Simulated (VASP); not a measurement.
# ScAl2N3 in VASP: a series of runs

ScAl2N3 is run at these levels: PBE; tasks: single point.

Program: VASP 6.6.1. These are calculated values, not measurements. Logs are shortened: lines on timing, memory, paths and dates and some standing lists are left out, and cuts for length are marked.

## Step 1: The cell of the first run

The typed cell holds 6 atoms: a = 5.097 Å, b = 5.097 Å, c = 2.770 Å, α = 90.00°, β = 90.00°, γ = 120.00°.

## Step 2: Single point, PBE

Input file INCAR:

```
SYSTEM = ScAl2N3
  PREC = Accurate
  ENCUT = 600
  EDIFF = 1E-6
  ISMEAR = 0
  SIGMA = 0.15
  LREAL = .FALSE.
  LASPH = .TRUE.
  NELM = 120
  ALGO = Normal
  ISIF = 2
  LWAVE = .FALSE.
  LCHARG = .FALSE.
  GGA = PE
  NBANDS = 25
  GGA_COMPAT = .FALSE.
```

Input file KPOINTS:

```
regular mesh
0
G
  3 3 3
  0 0 0
```

Input file POSCAR:

```
ScAl2N3
1.0
    5.0968210374      0.0000000030      0.0000000000
   -2.5484105213      4.4139764955      0.0000000000
    0.0000000000      0.0000000000      2.7702745964
Sc Al N
1 2 3
Direct
    0.0000000000      0.0000000000      0.5318485134
    0.6666666667      0.3333333333      1.0323917040
    0.3333333333      0.6666666667      1.0323917040
    0.5000000000      0.5000000000      0.5323350096
    0.5000000000      0.0000000000      0.5323350096
    0.0000000000      0.5000000000      0.5323350096
```

Potentials or basis: VASP PAW PBE potentials, release 64 (Sc_sv, Al, N).

The run is started by

```sh
$ cat potpaw_PBE.64/Sc_sv/POTCAR potpaw_PBE.64/Al/POTCAR potpaw_PBE.64/N/POTCAR > POTCAR
$ mpirun -np 1 vasp_std > vasp.out
```

OUTCAR:

```text
SYSTEM = ScAl2N3
   PREC = Accurate
   ENCUT = 600
   EDIFF = 1E-6
   ISMEAR = 0
   LREAL = .FALSE.
   LASPH = .TRUE.
   NELM = 120
   ISIF = 2
   GGA = PE

 ion  position               nearest neighbor table
   1  0.000  0.000  0.532-   5 2.55   5 2.55   4 2.55   4 2.55   6 2.55   6 2.55   2 3.25   3 3.25
                             2 3.25   3 3.25   3 3.25   2 3.25   2 3.25   3 3.25   3 3.25   2 3.25
   2  0.667  0.333  0.032-   6 2.02   5 2.02   4 2.02   6 2.02   5 2.02   4 2.02   3 2.94   3 2.94
                             3 2.94   1 3.25   1 3.25   1 3.25   1 3.25   1 3.25   1 3.25
   3  0.333  0.667  0.032-   6 2.02   5 2.02   4 2.02   6 2.02   5 2.02   4 2.02   2 2.94   2 2.94
                             2 2.94   1 3.25   1 3.25   1 3.25   1 3.25   1 3.25   1 3.25
   4  0.500  0.500  0.532-   2 2.02   3 2.02   2 2.02   3 2.02   1 2.55   1 2.55
   5  0.500  0.000  0.532-   2 2.02   3 2.02   2 2.02   3 2.02   1 2.55   1 2.55
   6  0.000  0.500  0.532-   2 2.02   3 2.02   2 2.02   3 2.02   1 2.55   1 2.55

  LATTYP: Found a hexagonal cell.
 ALAT       =     5.0968210374
 C/A-ratio  =     0.5435298936

  Lattice vectors:

 A1 = (   5.0968210374,   0.0000000030,   0.0000000000)
 A2 = (  -2.5484105213,   4.4139764955,   0.0000000000)
 A3 = (   0.0000000000,   0.0000000000,   2.7702745964)

Analysis of symmetry for initial positions (statically):
=====================================================================
 Subroutine PRICEL returns:
 Original cell was already a primitive cell.

 Routine SETGRP: Setting up the symmetry group for a
 hexagonal supercell.

 Subroutine GETGRP returns: Found 12 space group operations
 (whereof 12 operations were pure point group operations)
 out of a pool of 24 trial point group operations.

The static configuration has the point symmetry C_6v.

Analysis of symmetry for dynamics (positions and initial velocities):
=====================================================================
 Subroutine PRICEL returns:
 Original cell was already a primitive cell.

 Routine SETGRP: Setting up the symmetry group for a
 hexagonal supercell.

 Subroutine GETGRP returns: Found 12 space group operations
 (whereof 12 operations were pure point group operations)
 out of a pool of 24 trial point group operations.

The dynamic configuration has the point symmetry C_6v.

 Subroutine INISYM returns: Found 12 space group operations
 (whereof 12 operations are pure point group operations),
 and found     1 'primitive' translations

----------------------------------------------------------------------------------------
[... 87 lines left out ...]
   NFREE  =      0    steps in history (QN), initial steepest desc. (CG)
   ISIF   =      2    stress and relaxation
   ISYM   =      2    0-nonsym 1-usesym 2-fastsym
   POTIM  = 0.5000    time-step for ionic-motion
   TEBEG  =    0.0;   TEEND  =   0.0 temperature during run
   PSTRESS=    0.0 pullay stress
   NELECT =      32.0000    total number of electrons
   NUPDOWN=      -1.0000    fix difference up-down
   EMIN   =  10.00;   EMAX   =-10.00  energy-range for DOS
   EFERMI =   0.00;   METHOD = LEGACY
   ISMEAR =     0;   SIGMA  =   0.15  broadening in eV -4-tet -1-fermi 0-gaus
   EFERMI_NEDOS =   21; number of points for ismear=-14 and -15
   IALGO  =     38    algorithm
   IMIX   =      4    mixing-type and parameters
     AMIX     =   0.40;   BMIX     =  1.00
     AMIX_MAG =   1.60;   BMIX_MAG =  1.00
  volume/ion in A,a.u.               =      10.39        70.10
  Fermi-wavevector in a.u.,A,eV,Ry     =   1.310914  2.477268 23.381538  1.718495
  Thomas-Fermi vector in A             =   2.441411
   LORBIT       =      0    0 simple, 1 ext, 2 COOP (PROOUT), +10 PAW based schemes
   GGA     = PE    functional components
   LHFCALC =     F    Hartree Fock is set to
   AEXX    =    0.0000 exact exchange contribution
   IVDW    =     0    specifies the selected vdW correction
   LEPSILON=     F    determine dielectric tensor
   LRPA    =     F    only Hartree local field effects (RPA)
 non-spin polarized calculation
 Gauss-broadening in eV      SIGMA  =   0.15
  energy-cutoff  :      600.00
  volume of cell :       62.32
 maximum number of plane-waves:      2117
 NGX is ok and might be reduce to    42
   NGX = 21   NGY = 21   NGZ = 11

 number of electron      31.9999997 magnetization

 Free energy of the ion-electron system (eV)
  ---------------------------------------------------
  ext. energy  EPLUGINS =         0.00000000
  ---------------------------------------------------
  free energy    TOTEN  =       -41.37188650 eV

  energy without entropy =      -41.32848804  energy(sigma->0) =      -41.35018727

 E-fermi :   8.0939     XC(G=0): -11.5780

 val. band max:        7.9892517494   @ k =   0.0000   0.0000   0.0000
 cond. band min:       8.1053949235   @ k =   0.3333   0.0000   0.3333
 fundamental gap:      0.1161431741
 Fermi energy:         8.0939309193

 k-point     1 :       0.0000    0.0000    0.0000
  band No.  band energies     occupation
      1     -41.9086      2.00000
      2     -20.4848      2.00000
      3     -20.4848      2.00000
      4     -20.2210      2.00000
      5      -9.0899      2.00000
      6      -5.9530      2.00000
[... 157 lines left out ...]
     24      14.2172      0.00000
     25      16.7562      0.00000

------------------------ aborting loop because EDIFF is reached ----------------------------------------

  FORCE on cell =-STRESS in cart. coord.  units (eV):
  Direction    XX          YY          ZZ          XY          YZ          ZX
  --------------------------------------------------------------------------------------
  -------------------------------------------------------------------------------------
  Total       -0.1015989     -0.1015989     -0.2774786      0.0000000      0.0000000      0.0000000
  in kB       -2.6118450     -2.6118450     -7.1332568      0.0000000      0.0000000      0.0000000
  external PRESSURE =      -4.1189823 kB  Pullay stress =       0.0000000 kB

 VOLUME and BASIS-vectors are now :
 -----------------------------------------------------------------------------
  energy-cutoff  :      600.00
  volume of cell :       62.32
      direct lattice vectors                 reciprocal lattice vectors
     5.096821037  0.000000003  0.000000000     0.196200728  0.113276543  0.000000000
    -2.548410521  4.413976496  0.000000000    -0.000000000  0.226553087  0.000000000
     0.000000000  0.000000000  2.770274596     0.000000000  0.000000000  0.360975046

 POSITION                                       TOTAL-FORCE (eV/Angst)
 -----------------------------------------------------------------------------------
      0.00000      0.00000      1.47337        -0.000000      0.000000      0.006050
      2.54841      1.47133      0.08973        -0.000000      0.000000     -0.002917
     -0.00000      2.94265      0.08973         0.000000     -0.000000     -0.002917
      1.27421      2.20699      1.47471        -0.000000      0.000000     -0.000072
      2.54841      0.00000      1.47471         0.000000     -0.000000     -0.000072
     -1.27421      2.20699      1.47471         0.000000      0.000000     -0.000072
 -----------------------------------------------------------------------------------
    total drift:                               -0.000000     -0.000000      0.000157

  FREE ENERGIE OF THE ION-ELECTRON SYSTEM (eV)
  ---------------------------------------------------
  free  energy   TOTEN  =       -41.3718864978 eV

  energy  without entropy=      -41.3284880392  energy(sigma->0) =      -41.35018727
```

It took 12 s on 1 thread of AMD EPYC 9R45 (Zen 5), shared host; peak memory 0.17 GiB.

What came out:

| Quantity | Value |
| --- | --- |
| Free energy | -41.3719 eV |
| Pressure | -0.4 GPa |
| Largest force | 0.006 eV/Å |
| Band gap on the k mesh | zero (band 16 reaches 8.45 eV, above the bottom of band 17 at 7.34 eV) |

Forces in eV/Å, atoms in the order of the input:
```
Sc   0.000  0.000  0.006
Al   0.000  0.000 -0.003
Al   0.000  0.000 -0.003
N    0.000  0.000  0.000
N    0.000  0.000  0.000
N    0.000  0.000  0.000
```

Stress tensor (GPa, compression positive):
```
-0.26  0.00  0.00
 0.00 -0.26  0.00
 0.00  0.00 -0.71
```

Caveat: the k points lie up to 0.76 Å⁻¹ apart.

(Continued in part 2 of 2.)
